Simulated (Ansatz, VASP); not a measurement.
**GaN in VASP and in Ansatz**

```
CELL_PARAMETERS angstrom
3.21154 0.00000 0.00000
-1.60577 2.78127 0.00000
0.00000 0.00000 10.35684
ATOMIC_POSITIONS crystal
Ga 0.00000 0.00000 0.78587
Ga 0.66667 0.33333 0.03735
Ga 0.33333 0.66667 0.53735
Ga 0.00000 0.00000 0.28587
N 0.00000 0.00000 0.09304
N 0.66667 0.33333 0.34375
N 0.00000 0.00000 0.59304
N 0.33333 0.66667 0.84374
```

Alike in both runs: functional PBE; k mesh 10 × 10 × 3; occupations fermi-dirac, width 0.05 eV; no spin polarisation.

|  | VASP | Ansatz |
| --- | --- | --- |
| version | VASP 6.6.1 | Ansatz 0.2.0 |
| potentials or method | VASP PAW PBE potentials, release 64 (Ga_d, N), cutoff 520 eV | all-electron LAPW, scalar-relativistic |
| task | single point | band structure |

Ansatz gave:

| Item | Value |
| --- | --- |
| gap on the k mesh at the Fermi level (eV) | 0.83 |
| least direct gap on the mesh (eV) | 0.83 |
| pressure (GPa) | -0.2 |
| traceless stress, the component that is largest in VASP (GPa) | 5.13 |
| rms of the force components (eV/Å) | 0.118 |

Q: What did VASP give for the same quantities?

A: gap on the k mesh at the Fermi level (eV): 0.82; least direct gap on the mesh (eV): 0.82; pressure (GPa): -0.1; traceless stress, the component that is largest in VASP (GPa): 5.02; rms of the force components (eV/Å): 0.121.

Atom by atom the forces differ by 0.004 eV/Å (rms over components). Ansatz ran all-electron here, and VASP with PAW potentials.
